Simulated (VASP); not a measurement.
# MgSe (Fm-3m) in VASP: G0W0 quasiparticle levels with PBE

Aim: the G0W0 quasiparticle levels of MgSe with PBE.

Everything below comes from runs of VASP 6.6.1. Logs are shortened: lines on timing, memory, paths and dates and some standing lists are left out, and cuts for length are marked.

## Step 1: The cell of the first run

The structure is cubic, space group Fm-3m (No. 225). The conventional cell has a = 5.473 Å, b = 5.473 Å, c = 5.473 Å, α = 90.00°, β = 90.00°, γ = 90.00°. Mg (site symmetry m-3m) has 6 Se at 2.74 Å within 3.6 Å. Within 3.6 Å of Se (site symmetry m-3m) lie 6 Mg at 2.74 Å.

## Step 2: G0W0 quasiparticle levels, PBE

File POSCAR:

```
MgSe
1.0
    0.0000000000      2.7362693762      2.7362693762
    2.7362693762      0.0000000000      2.7362693762
    2.7362693762      2.7362693762      0.0000000000
Mg Se
1 1
Direct
    0.0000000000      0.0000000000      0.0000000000
    0.5000000000      0.5000000000      0.5000000000
```

File INCAR.step1:

```
SYSTEM = MgSe
PREC = Accurate
ENCUT = 500
EDIFF = 1E-8
ISMEAR = 0
SIGMA = 0.01
LREAL = .FALSE.
LASPH = .TRUE.
NELM = 80
ALGO = Normal
LWAVE = .TRUE.
LCHARG = .FALSE.
GGA = PE
```

File INCAR.step2:

```
SYSTEM = MgSe
PREC = Accurate
ENCUT = 500
EDIFF = 1E-8
ISMEAR = 0
SIGMA = 0.01
LREAL = .FALSE.
LASPH = .TRUE.
NELM = 1
ALGO = Exact
LWAVE = .TRUE.
LCHARG = .FALSE.
GGA = PE
NBANDS = 64
LOPTICS = .TRUE.
ISTART = 1
```

File INCAR.step3:

```
SYSTEM = MgSe
PREC = Accurate
ENCUT = 500
EDIFF = 1E-8
ISMEAR = 0
SIGMA = 0.01
LREAL = .FALSE.
LASPH = .TRUE.
ALGO = EVGW0
LWAVE = .FALSE.
LCHARG = .FALSE.
GGA = PE
NELMGW = 1
NBANDS = 64
ENCUTGW = 80.0
NOMEGA = 48
PRECFOCK = Fast
ISTART = 1
NBANDSGW = 12
```

File KPOINTS:

```
Automatic mesh
0
G
  4 4 4
  0 0 0
```

Potentials or basis: VASP PAW PBE potentials, release 64 (Mg_GW, Se_GW).

Started as:

```
cat potpaw_PBE.64/Mg_GW/POTCAR potpaw_PBE.64/Se_GW/POTCAR > POTCAR
cp INCAR.step1 INCAR
mpirun -np 1 vasp_std > vasp.out
cp INCAR.step2 INCAR
mpirun -np 1 vasp_std > vasp.out
cp INCAR.step3 INCAR
mpirun -np 1 vasp_std > vasp.out
```

OUTCAR:

```text
SYSTEM = MgSe
   PREC = Accurate
   ENCUT = 500
   EDIFF = 1E-8
   ISMEAR = 0
   LREAL = .FALSE.
   LASPH = .TRUE.
   GGA = PE
   NELMGW = 1
   ENCUTGW = 80.0
   PRECFOCK = Fast
   ISTART = 1

 ion  position               nearest neighbor table
   1  0.000  0.000  0.000-
   2  0.500  0.500  0.500-

  LATTYP: Found a face centered cubic cell.
 ALAT       =     5.4725387524

  Lattice vectors:

 A1 = (   0.0000000000,   2.7362693762,   2.7362693762)
 A2 = (   2.7362693762,   0.0000000000,   2.7362693762)
 A3 = (   2.7362693762,   2.7362693762,   0.0000000000)

Analysis of symmetry for initial positions (statically):
=====================================================================
 Subroutine PRICEL returns:
 Original cell was already a primitive cell.

 Routine SETGRP: Setting up the symmetry group for a
 face centered cubic supercell.

 Subroutine GETGRP returns: Found 48 space group operations
 (whereof 48 operations were pure point group operations)
 out of a pool of 48 trial point group operations.

The static configuration has the point symmetry O_h .

Analysis of symmetry for dynamics (positions and initial velocities):
=====================================================================
 Subroutine PRICEL returns:
 Original cell was already a primitive cell.

 Routine SETGRP: Setting up the symmetry group for a
 face centered cubic supercell.

 Subroutine GETGRP returns: Found 48 space group operations
 (whereof 48 operations were pure point group operations)
 out of a pool of 48 trial point group operations.

The dynamic configuration has the point symmetry O_h .

 Subroutine INISYM returns: Found 48 space group operations
 (whereof 48 operations are pure point group operations),
 and found     1 'primitive' translations

----------------------------------------------------------------------------------------

                                     Primitive cell

  volume of cell :      40.9738

  direct lattice vectors                    reciprocal lattice vectors
     0.000000000  2.736269376  2.736269376    -0.182730547  0.182730547  0.182730547
     2.736269376  0.000000000  2.736269376     0.182730547 -0.182730547  0.182730547
     2.736269376  2.736269376  0.000000000     0.182730547  0.182730547 -0.182730547

  length of vectors
     3.869669262  3.869669262  3.869669262     0.316498592  0.316498592  0.316498592

  position of ions in fractional coordinates (direct lattice)
     0.000000000  0.000000000  0.000000000
     0.500000000  0.500000000  0.500000000

  ion indices of the primitive-cell ions
   primitive index   ion index
                 1           1
                 2           2

----------------------------------------------------------------------------------------

 KPOINTS: Automatic mesh

Automatic generation of k-mesh.
 Grid dimensions read from file:
 generate k-points for:    4    4    4

 Generating k-lattice:

  Cartesian coordinates                     Fractional coordinates (reciprocal lattice)
    -0.045682637  0.045682637  0.045682637     0.250000000  0.000000000  0.000000000
     0.045682637 -0.045682637  0.045682637     0.000000000  0.250000000  0.000000000
     0.045682637  0.045682637 -0.045682637     0.000000000  0.000000000  0.250000000

  Length of vectors
     0.079124648  0.079124648  0.079124648

  Shift w.r.t. Gamma in fractional coordinates (k-lattice)
     0.000000000  0.000000000  0.000000000

 Subroutine IBZKPT returns following result:
 ===========================================

 Found      8 irreducible k-points:

 Following reciprocal coordinates:
            Coordinates               Weight
  0.000000  0.000000  0.000000      1.000000
  0.250000  0.000000  0.000000      8.000000
  0.500000  0.000000  0.000000      4.000000
  0.250000  0.250000  0.000000      6.000000
  0.500000  0.250000  0.000000     24.000000
 -0.250000  0.250000  0.000000     12.000000
  0.500000  0.500000  0.000000      3.000000
 -0.250000  0.500000  0.250000      6.000000
   k-points           NKPTS =      8   k-points in BZ     NKDIM =     64   number of bands    NBANDS=     64
   number of dos      NEDOS =    301   number of ions     NIONS =      2
   total plane-waves  NPLWV =  21952
   dimension x,y,z NGX =    28 NGY =   28 NGZ =   28
   dimension x,y,z NGXF=    56 NGYF=   56 NGZF=   56
   ions per type =               1   1
   NGX,Y,Z   is equivalent  to a cutoff of  12.03, 12.03, 12.03 a.u.
   NGXF,Y,Z  is equivalent  to a cutoff of  24.06, 24.06, 24.06 a.u.
 SYSTEM =  MgSe
   PREC   = accura    normal or accurate (medium, high low for compatibility)
   ISTART =      1    job   : 0-new  1-cont  2-samecut
   ICHARG =      0    charge: 1-file 2-atom 10-const
   ISPIN  =      1    spin polarized calculation?
   LNONCOLLINEAR =      F non collinear calculations
   LSORBIT =      F    spin-orbit coupling
   LASPH  =      T    aspherical Exc in radial PAW
   ENCUT  =  500.0 eV  36.75 Ry    6.06 a.u.   7.06  7.06  7.06*2*pi/ulx,y,z
   NELM   =     60;   NELMIN=  2; NELMDL=  0     # of ELM steps
   EDIFF  = 0.1E-07   stopping-criterion for ELM
   LREAL  =      F    real-space projection
   EDIFFG = 0.1E-06   stopping-criterion for IOM
   NSW    =      0    number of steps for IOM
   IBRION =     -1    ionic relax: 0-MD 1-quasi-New 2-CG
   NFREE  =      0    steps in history (QN), initial steepest desc. (CG)
   ISIF   =      0    stress and relaxation
   ISYM   =      3    0-nonsym 1-usesym 2-fastsym
   POTIM  = 0.5000    time-step for ionic-motion
   TEBEG  =    0.0;   TEEND  =   0.0 temperature during run
   PSTRESS=    0.0 pullay stress
   NELECT =       8.0000    total number of electrons
   NUPDOWN=      -1.0000    fix difference up-down
   EMIN   =  10.00;   EMAX   =-10.00  energy-range for DOS
   EFERMI =   0.00;   METHOD = LEGACY
   ISMEAR =     0;   SIGMA  =   0.01  broadening in eV -4-tet -1-fermi 0-gaus
   EFERMI_NEDOS =   21; number of points for ismear=-14 and -15
   IALGO  =     38    algorithm
   IMIX   =      4    mixing-type and parameters
     AMIX     =   0.40;   BMIX     =  1.00
     AMIX_MAG =   1.60;   BMIX_MAG =  1.00
  volume/ion in A,a.u.               =      20.49       138.25
  Fermi-wavevector in a.u.,A,eV,Ry     =   0.949735  1.794740 12.272420  0.901997
  Thomas-Fermi vector in A             =   2.078046
   LORBIT       =      0    0 simple, 1 ext, 2 COOP (PROOUT), +10 PAW based schemes
   GGA     = PE    functional components
   LHFCALC =     T    Hartree Fock is set to
   PRECFOCK=fast      Normal, Fast or Accurate (Low or Medium for compatibility)
   ENCUT4O =  -1.0   cutoff for four orbital integrals eV
   NKREDX  =     1    reduce k-point grid by
   NKREDY  =     1    reduce k-point grid by
   NKREDZ  =     1    reduce k-point grid by
   AEXX    =    1.0000 exact exchange contribution
   HFSCREEN=    0.0000 screening length (either q_TF or 0.3 A-1)
   HFSCREENC=   0.0000 screening length for correlation (either q_TF or 0.3 A-1)
   ENCUTFOCK=  -1.0 apply spherical cutoff to Coloumb kernel
   IVDW    =     0    specifies the selected vdW correction
   LEPSILON=     F    determine dielectric tensor
   LRPA    =     F    only Hartree local field effects (RPA)
   LRPAFORCE           =     F    calculate RPA forces
   ENCUTGW             =  80.0    cutoff for response function in eV
   ENCUTGWSOFT         =  64.0    soft cutoff for Coulomb kernel in GW response function in eV
   ENCUTLF             =  -1.0    cutoff for local field effects
   NELMGW              =     1    number of iterations in solving QP/BSE equation
   NELMHF              =     1    number of iterations in the inner HF iteration
   NKREDLFX            =     1    NKREDLFY  =   1   NKREDLFZ  =   1
 non-spin polarized calculation
 Gauss-broadening in eV      SIGMA  =   0.01
  energy-cutoff  :      500.00
  volume of cell :       40.97
 maximum number of plane-waves:      1056
  NGX = 16; NGY = 16; NGZ = 16
   NGX = 15   NGY = 15   NGZ = 15
 maximum number of plane-waves:        70
 NGX is ok and might be reduce to    14

 QP shifts <psi_nk| G(iteration)W_0 |psi_nk>: iteration 1
 for sc-GW calculations column KS-energies equals QP-energies in previous step
 and V_xc(KS)=  KS-energies - (<T + V_ion + V_H > + <T+V_H+V_ion>^1  + <V_x>^1)

 k-point   1 :       0.0000    0.0000    0.0000
  band No.  KS-energies  QP-energies   sigma(KS)   V_xc(KS)     V^pw_x(r,r')   Z            occupation Imag(sigma)

      1      -9.7156     -10.3086     -12.8803     -12.0301     -19.6848       0.6974       2.0000       1.3745
      2       3.1628       2.5993     -12.8607     -12.1323     -14.7845       0.7736       2.0000       0.0798
      3       3.1628       2.5993     -12.8607     -12.1323     -14.7845       0.7736       2.0000       0.0798
      4       3.1628       2.5993     -12.8607     -12.1323     -14.7845       0.7736       2.0000       0.0798
      5       5.6511       6.3232      -8.6124      -9.4640      -5.0484       0.7892       0.0000      -0.0808
      6      10.5555      10.9372      -8.0414      -8.5325      -3.7799       0.7772       0.0000      -0.1252
      7      10.5555      10.9372      -8.0414      -8.5325      -3.7799       0.7772       0.0000      -0.1252
      8      10.5555      10.9372      -8.0414      -8.5325      -3.7799       0.7772       0.0000      -0.1252
      9      13.0880      13.6323      -8.6655      -9.3833      -4.0219       0.7582       0.0000      -0.2093
     10      13.0880      13.6323      -8.6655      -9.3833      -4.0219       0.7582       0.0000      -0.2093
     11      14.1088      14.1356      -7.0782      -7.1137      -1.8206       0.7538       0.0000      -0.3021
     12      14.2639      14.7383      -7.6510      -8.2936      -2.1527       0.7383       0.0000      -0.3862

 k-point   2 :       0.2500    0.0000    0.0000
  band No.  KS-energies  QP-energies   sigma(KS)   V_xc(KS)     V^pw_x(r,r')   Z            occupation Imag(sigma)

      1      -9.2349      -9.7551     -13.0313     -12.2903     -19.7385       0.7020       2.0000       1.3124
      2       0.1664      -0.5379     -11.5540     -10.6061     -14.0343       0.7430       2.0000       0.1306
      3       2.8498       2.2554     -12.7312     -11.9608     -14.6994       0.7716       2.0000       0.0828
      4       2.8498       2.2554     -12.7312     -11.9608     -14.6994       0.7716       2.0000       0.0828
      5       7.2196       7.7373      -8.4139      -9.0748      -4.6302       0.7832       0.0000      -0.0919
      6      10.1853      10.6520      -8.0859      -8.6931      -3.7778       0.7687       0.0000      -0.1371
      7      10.1853      10.6520      -8.0859      -8.6931      -3.7778       0.7687       0.0000      -0.1371
      8      10.8518      11.4429      -9.0906      -9.8691      -4.6832       0.7593       0.0000      -0.1600
      9      12.6947      13.1175      -8.2166      -8.7732      -3.4631       0.7597       0.0000      -0.2165
     10      12.6947      13.1175      -8.2166      -8.7732      -3.4631       0.7597       0.0000      -0.2165
     11      13.0678      13.3969      -7.3643      -7.8064      -2.0479       0.7443       0.0000      -0.3217
     12      18.5889      18.7480      -7.6006      -7.8091      -1.9403       0.7630       0.0000      -0.6538
[... 68 lines left out ...]
      1      -8.2995      -8.6466     -13.4667     -12.9672     -19.9775       0.6949       2.0000       1.1122
      2      -1.0528      -1.9094     -11.2962     -10.1141     -14.2992       0.7247       2.0000       0.1855
      3       1.3977       0.6634     -12.1437     -11.1739     -14.4314       0.7571       2.0000       0.1013
      4       1.3977       0.6634     -12.1437     -11.1739     -14.4314       0.7571       2.0000       0.1013
      5       4.9095       5.3853      -7.7986      -8.4012      -4.4474       0.7897       0.0000      -0.0755
      6       7.1351       7.3664      -7.6784      -7.9700      -3.9233       0.7931       0.0000      -0.0914
      7      14.7835      15.3871      -9.6900     -10.5141      -4.2582       0.7324       0.0000      -0.4007
      8      15.1904      15.7538      -8.7617      -9.5233      -3.1300       0.7398       0.0000      -0.5008
      9      15.1904      15.7538      -8.7617      -9.5233      -3.1300       0.7398       0.0000      -0.5008
     10      15.7210      16.3228      -9.0835      -9.8832      -3.9149       0.7525       0.0000      -0.4001
     11      18.9825      19.4532      -9.0254      -9.6512      -3.4105       0.7522       0.0000      -0.6198
     12      18.9825      19.4532      -9.0254      -9.6512      -3.4105       0.7522       0.0000      -0.6198

 k-point   8 :      -0.2500    0.5000    0.2500
  band No.  KS-energies  QP-energies   sigma(KS)   V_xc(KS)     V^pw_x(r,r')   Z            occupation Imag(sigma)

      1      -8.2656      -8.6168     -13.5035     -13.0046     -20.0065       0.7039       2.0000       1.1119
      2      -0.1161      -0.9334     -11.4793     -10.3731     -14.1204       0.7389       2.0000       0.1411
      3      -0.1161      -0.9334     -11.4793     -10.3731     -14.1204       0.7389       2.0000       0.1411
      4       0.6292      -0.0601     -11.3501     -10.4327     -13.5886       0.7514       2.0000       0.1121
      5       7.6321       8.2187      -9.0511      -9.8077      -5.4194       0.7753       0.0000      -0.0956
      6      10.0619      10.5830      -8.0162      -8.6981      -3.5356       0.7641       0.0000      -0.1509
      7      10.7012      11.1114      -8.6080      -9.1420      -4.2796       0.7684       0.0000      -0.1406
      8      10.7012      11.1114      -8.6080      -9.1420      -4.2796       0.7684       0.0000      -0.1406
      9      16.1298      16.6593      -8.5978      -9.3091      -2.8702       0.7444       0.0000      -0.5697
     10      16.1298      16.6593      -8.5978      -9.3091      -2.8702       0.7444       0.0000      -0.5697
     11      17.8112      18.4715      -8.8365      -9.7030      -3.2807       0.7621       0.0000      -0.6104
     12      19.4194      19.9565      -9.6131     -10.3265      -3.9710       0.7528       0.0000      -0.6517
```

Run time: 39 s. Hardware: 1 thread of Intel Xeon Platinum 8559C (Emerald Rapids), shared host; peak memory 0.37 GiB.

What came out:

| Item | Value |
| --- | --- |
| Quasiparticle gap | 2.79 eV |
| Least direct quasiparticle gap | 3.72 eV |
| Band gap of the starting levels on the mesh | 1.75 eV |
| Least direct gap of the starting levels on the mesh | 2.49 eV |

Caveat: the k points lie up to 0.50 Å⁻¹ apart; bands, screening cutoff and mesh are small and nothing is extrapolated, so the quasiparticle values aren't converged.
